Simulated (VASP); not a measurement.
# AlN (Cc) in VASP: relaxation of the atoms with PBE

Aim: the relaxation of the atoms of AlN with PBE.

Program: VASP 6.6.1. These are calculated values, not measurements. Logs are shortened: lines on timing, memory, paths and dates and some standing lists are left out, and cuts for length are marked.

## (1) The cell of the first run

Symmetry: Cc, No. 9, monoclinic system. The conventional cell has a = 3.130 Å, b = 5.422 Å, c = 5.038 Å, α = 90.00°, β = 95.14°, γ = 90.00°. Al (site symmetry 1) has 4 N at 1.88 to 1.93 Å within 2.5 Å. N (site symmetry 1) has 4 Al at 1.88 to 1.93 Å within 2.5 Å.

## (2) Relaxation of the atoms, PBE (shear of c along a, cell held: +9.0 %)

Input file INCAR:

```
SYSTEM = AlN
PREC = Accurate ; ENCUT = 520
EDIFF = 1E-7 ; ISMEAR = 0
SIGMA = 0.02 ; LREAL = .False.
LASPH = .True. ; NELM = 60
ALGO = Normal ; ISIF = 2
LWAVE = .False. ; LCHARG = .False.
GGA = PE ; IBRION = 2
NSW = 60 ; EDIFFG = -0.008
```

Input file KPOINTS:

```
Automatic mesh
0
Gamma
  12 12 6
  0 0 0
```

Input file POSCAR:

```
AlN
1.0
    3.1302084198      0.0000000000      0.0000000000
   -1.5651042099      2.7108400106      0.0000000000
    0.4516238990      0.0000000000      5.0180433220
Al N
2 2
Direct
    0.6634335632      0.3334024664      0.4995808449
    0.3300310968      0.6665975336      0.9995808449
    0.6694260732      0.3323168063      0.8804191551
    0.3371092669      0.6676831937      0.3804191551
```

Potentials or basis: VASP PAW PBE potentials, release 64 (Al, N).

The run is started by

```bash
$ cat potpaw_PBE.64/Al/POTCAR potpaw_PBE.64/N/POTCAR > POTCAR
$ mpirun -np 1 vasp_std > vasp.out
```

OUTCAR:

```text
SYSTEM = AlN
   PREC = Accurate
   ENCUT = 520
   EDIFF = 1E-7
   ISMEAR = 0
   LREAL = .False.
   LASPH = .True.
   NELM = 60
   ISIF = 2
   GGA = PE
   IBRION = 2
   NSW = 60
   EDIFFG = -0.008

 ion  position               nearest neighbor table
   1  0.663  0.333  0.500-   4 1.88   4 1.90   3 1.92   4 1.93   2 2.98   2 2.98   2 3.10   2 3.10
                             2 3.21   2 3.21
   2  0.330  0.667  1.000-   3 1.88   3 1.90   4 1.92   3 1.93   1 2.98   1 2.98   1 3.10   1 3.10
                             1 3.21   1 3.21
   3  0.669  0.332  0.880-   2 1.88   2 1.90   1 1.92   2 1.93
   4  0.337  0.668  0.380-   1 1.88   1 1.90   2 1.92   1 1.93

  LATTYP: Found a base centered monoclinic cell.
 ALAT       =     3.1302084198
 B/A-ratio  =     1.7320508075
 C/A-ratio  =     1.6095814506
 COS(beta)  =    -0.0896376995

  Lattice vectors:

 A1 = (  -1.5651042099,   2.7108400106,   0.0000000000)
 A2 = (  -1.5651042099,  -2.7108400106,   0.0000000000)
 A3 = (   0.4516238990,   0.0000000000,   5.0180433220)

Analysis of symmetry for initial positions (statically):
=====================================================================
 Subroutine PRICEL returns:
 Original cell was already a primitive cell.

 Routine SETGRP: Setting up the symmetry group for a
 base centered monoclinic supercell.

 Subroutine GETGRP returns: Found  2 space group operations
 (whereof  1 operations were pure point group operations)
 out of a pool of  4 trial point group operations.

The static configuration has the point symmetry C_1 .
 The point group associated with its full space group is C_1h.

Analysis of symmetry for dynamics (positions and initial velocities):
=====================================================================
 Subroutine PRICEL returns:
 Original cell was already a primitive cell.

 Routine SETGRP: Setting up the symmetry group for a
 base centered monoclinic supercell.

 Subroutine GETGRP returns: Found  2 space group operations
 (whereof  1 operations were pure point group operations)
 out of a pool of  4 trial point group operations.

The dynamic configuration has the point symmetry C_1 .
 The point group associated with its full space group is C_1h.

 Subroutine INISYM returns: Found  2 space group operations
 (whereof  1 operations are pure point group operations),
 and found     1 'primitive' translations

----------------------------------------------------------------------------------------

                                     Primitive cell

  volume of cell :      42.5806

  direct lattice vectors                    reciprocal lattice vectors
     3.130208420  0.000000000  0.000000000     0.319467545  0.184444673 -0.028752079
    -1.565104210  2.710840011  0.000000000     0.000000000  0.368889347  0.000000000
     0.451623899  0.000000000  5.018043322     0.000000000  0.000000000  0.199280862

  length of vectors
     3.130208420  3.130208420  5.038325409     0.370008151  0.368889347  0.199280862

  position of ions in fractional coordinates (direct lattice)
     0.663433563  0.333402466  0.499580845
     0.330031097  0.666597534  0.999580845
     0.669426073  0.332316806  0.880419155
     0.337109267  0.667683194  0.380419155

  ion indices of the primitive-cell ions
   primitive index   ion index
                 1           1
                 2           2
                 3           3
                 4           4

----------------------------------------------------------------------------------------

 KPOINTS: Automatic mesh

Automatic generation of k-mesh.
 Grid dimensions read from file:
 generate k-points for:   12   12    6

 Generating k-lattice:

  Cartesian coordinates                     Fractional coordinates (reciprocal lattice)
     0.026622295  0.015370389 -0.002396007     0.083333333 -0.000000000  0.000000000
     0.000000000  0.030740779  0.000000000     0.000000000  0.083333333  0.000000000
     0.000000000  0.000000000  0.033213477     0.000000000  0.000000000  0.166666667

  Length of vectors
     0.030834013  0.030740779  0.033213477

  Shift w.r.t. Gamma in fractional coordinates (k-lattice)
     0.000000000  0.000000000  0.000000000

 Subroutine IBZKPT returns following result:
 ===========================================

 Found    242 irreducible k-points:

 Following reciprocal coordinates:
            Coordinates               Weight
  0.000000  0.000000  0.000000      1.000000
  0.083333 -0.000000  0.000000      4.000000
  0.166667 -0.000000  0.000000      4.000000
  0.250000  0.000000  0.000000      4.000000
  0.333333 -0.000000  0.000000      4.000000
  0.416667  0.000000  0.000000      4.000000
[... 16 lines left out ...]
  0.333333  0.166667  0.000000      4.000000
  0.416667  0.166667  0.000000      4.000000
 [... further k-points ...]
   k-points           NKPTS =    242   k-points in BZ     NKDIM =    242   number of bands    NBANDS=     12
   number of dos      NEDOS =    301   number of ions     NIONS =      4
   total plane-waves  NPLWV =  23040
   dimension x,y,z NGX =    24 NGY =   24 NGZ =   40
   dimension x,y,z NGXF=    48 NGYF=   48 NGZF=   80
   ions per type =               2   2
   NGX,Y,Z   is equivalent  to a cutoff of  12.75, 12.75, 13.20 a.u.
   NGXF,Y,Z  is equivalent  to a cutoff of  25.49, 25.49, 26.40 a.u.
 SYSTEM =  AlN
   PREC   = accura    normal or accurate (medium, high low for compatibility)
   ISTART =      0    job   : 0-new  1-cont  2-samecut
   ICHARG =      2    charge: 1-file 2-atom 10-const
   ISPIN  =      1    spin polarized calculation?
   LNONCOLLINEAR =      F non collinear calculations
   LSORBIT =      F    spin-orbit coupling
   LASPH  =      T    aspherical Exc in radial PAW
   ENCUT  =  520.0 eV  38.22 Ry    6.18 a.u.   5.82  5.82  9.37*2*pi/ulx,y,z
   NELM   =     60;   NELMIN=  2; NELMDL= -5     # of ELM steps
   EDIFF  = 0.1E-06   stopping-criterion for ELM
   LREAL  =      F    real-space projection
   EDIFFG = -.8E-02   stopping-criterion for IOM
   NSW    =     60    number of steps for IOM
   IBRION =      2    ionic relax: 0-MD 1-quasi-New 2-CG
   NFREE  =      1    steps in history (QN), initial steepest desc. (CG)
   ISIF   =      2    stress and relaxation
   ISYM   =      2    0-nonsym 1-usesym 2-fastsym
   POTIM  = 0.5000    time-step for ionic-motion
   TEBEG  =    0.0;   TEEND  =   0.0 temperature during run
   PSTRESS=    0.0 pullay stress
   NELECT =      16.0000    total number of electrons
   NUPDOWN=      -1.0000    fix difference up-down
   EMIN   =  10.00;   EMAX   =-10.00  energy-range for DOS
   EFERMI =   0.00;   METHOD = LEGACY
   ISMEAR =     0;   SIGMA  =   0.02  broadening in eV -4-tet -1-fermi 0-gaus
   EFERMI_NEDOS =   21; number of points for ismear=-14 and -15
   IALGO  =     38    algorithm
   IMIX   =      4    mixing-type and parameters
     AMIX     =   0.40;   BMIX     =  1.00
     AMIX_MAG =   1.60;   BMIX_MAG =  1.00
  volume/ion in A,a.u.               =      10.65        71.84
  Fermi-wavevector in a.u.,A,eV,Ry     =   1.181347  2.232423 18.988043  1.395582
  Thomas-Fermi vector in A             =   2.317623
   LORBIT       =      0    0 simple, 1 ext, 2 COOP (PROOUT), +10 PAW based schemes
   GGA     = PE    functional components
   LHFCALC =     F    Hartree Fock is set to
   AEXX    =    0.0000 exact exchange contribution
   IVDW    =     0    specifies the selected vdW correction
   LEPSILON=     F    determine dielectric tensor
   LRPA    =     F    only Hartree local field effects (RPA)
 conjugate gradient relaxation of ions
 non-spin polarized calculation
 Gauss-broadening in eV      SIGMA  =   0.02
  energy-cutoff  :      520.00
  volume of cell :       42.58
 maximum number of plane-waves:      1168
   NGX = 11   NGY = 11   NGZ = 19

--------------------------------------- Ionic step        1  -------------------------------------------

 number of electron      15.9999997 magnetization

 Free energy of the ion-electron system (eV)
  ---------------------------------------------------
  ext. energy  EPLUGINS =         0.00000000
  ---------------------------------------------------
  free energy    TOTEN  =       -29.66000325 eV

  energy without entropy =      -29.66000325  energy(sigma->0) =      -29.66000325

------------------------ aborting loop because EDIFF is reached ----------------------------------------

  FORCE on cell =-STRESS in cart. coord.  units (eV):
  Direction    XX          YY          ZZ          XY          YZ          ZX
  --------------------------------------------------------------------------------------
  -------------------------------------------------------------------------------------
  Total       -0.4432618     -0.0311342      0.1800346      0.0000000      0.0000000     -2.7212700
  in kB      -16.6785911     -1.1714833      6.7741543      0.0000000      0.0000000   -102.3930961
  external PRESSURE =      -3.6919734 kB  Pullay stress =       0.0000000 kB
[... 99 lines left out ...]
  energy  without entropy=      -29.6618708604  energy(sigma->0) =      -29.66187086

--------------------------------------- Ionic step        4  -------------------------------------------

 number of electron      15.9999998 magnetization

 Free energy of the ion-electron system (eV)
  ---------------------------------------------------
  ext. energy  EPLUGINS =         0.00000000
  ---------------------------------------------------
  free energy    TOTEN  =       -29.66188811 eV

  energy without entropy =      -29.66188811  energy(sigma->0) =      -29.66188811

 E-fermi :   6.3192     XC(G=0): -10.8340

 val. band max:        6.1670059761   @ k =   0.0000   0.0000   0.0000
 cond. band min:       9.9237769939   @ k =   0.0000   0.0000   0.0000
 fundamental gap:      3.7567710178
 Fermi energy:         6.3191708196

 k-point     1 :       0.0000    0.0000    0.0000
  band No.  band energies     occupation
      1      -9.0920      2.00000
      2      -7.0004      2.00000
      3       0.0653      2.00000
      4       5.1357      2.00000
      5       5.1737      2.00000
      6       5.6071      2.00000
      7       5.7796      2.00000
      8       6.1670      2.00000
      9       9.9238      0.00000
     10      12.4792      0.00000
     11      16.1875      0.00000
     12      16.9449      0.00000
[... 331 lines left out ...]
 k-point    24 :       0.4167    0.1667    0.0000
  band No.  band energies     occupation
      1      -7.0080      2.00000
      2      -6.4923      2.00000
      3       0.8381      2.00000
      4       1.9077      2.00000
      5       2.9921      2.00000
      6       3.0989      2.00000
      7       4.0934      2.00000
      8       4.5718      2.00000
      9      11.4297      0.00000
     10      13.0298      0.00000
     11      14.4785      0.00000
     12      15.6641      0.00000

 [... further k-points ...]
[... 5 lines left out ...]
  --------------------------------------------------------------------------------------
  -------------------------------------------------------------------------------------
  Total       -0.6001371     -0.0317782      0.2450962      0.0000000      0.0000000     -2.5915612
  in kB      -22.5813292     -1.1957164      9.2222235      0.0000000      0.0000000    -97.5125487
  external PRESSURE =      -4.8516074 kB  Pullay stress =       0.0000000 kB
[... 19 lines left out ...]
  FREE ENERGIE OF THE ION-ELECTRON SYSTEM (eV)
  ---------------------------------------------------
  free  energy   TOTEN  =       -29.6618881129 eV

  energy  without entropy=      -29.6618881129  energy(sigma->0) =      -29.66188811

 reached required accuracy - stopping structural energy minimisation
```

Wall time 4.5 min (1 thread of Oxide Virtual Turin-like, shared host); peak memory 0.21 GiB.

Results:

* Free energy: -29.6619 eV
* Energy gained by relaxing: 0.5 meV/atom
* Ionic steps: 4
* Pressure after relaxing: -0.5 GPa
* Largest force after relaxing: 0.007 eV/Å
* Band gap on the k mesh: 3.76 eV, direct

Forces in eV/Å, atoms in the order of the input:
```
Al   0.000  0.003 -0.001
Al   0.000 -0.003 -0.001
N    0.000 -0.007  0.001
N    0.000  0.007  0.001
```

Stress tensor (GPa, compression positive):
```
-2.26  0.00 -9.75
 0.00 -0.12  0.00
-9.75  0.00  0.92
```

The path:
```csv
step,energy change (eV),largest force (eV/Å),pressure (GPa)
1,0.0000,0.1673,-0.37
2,-0.0016,0.0680,-0.52
3,-0.0019,0.0168,-0.49
4,-0.0019,0.0070,-0.49
```

Final structure:
```
CELL_PARAMETERS angstrom
3.13021 0.00000 0.00000
-1.56510 2.71084 0.00000
0.45162 0.00000 5.01804
ATOMIC_POSITIONS crystal
Al 0.66155 0.33301 0.50004
Al 0.32855 0.66699 0.00004
N 0.67071 0.33153 0.87996
N 0.33918 0.66847 0.37996
```

Caveat: the cell differs from its parent crystal (shear of c along a, cell held: +9.0 %).
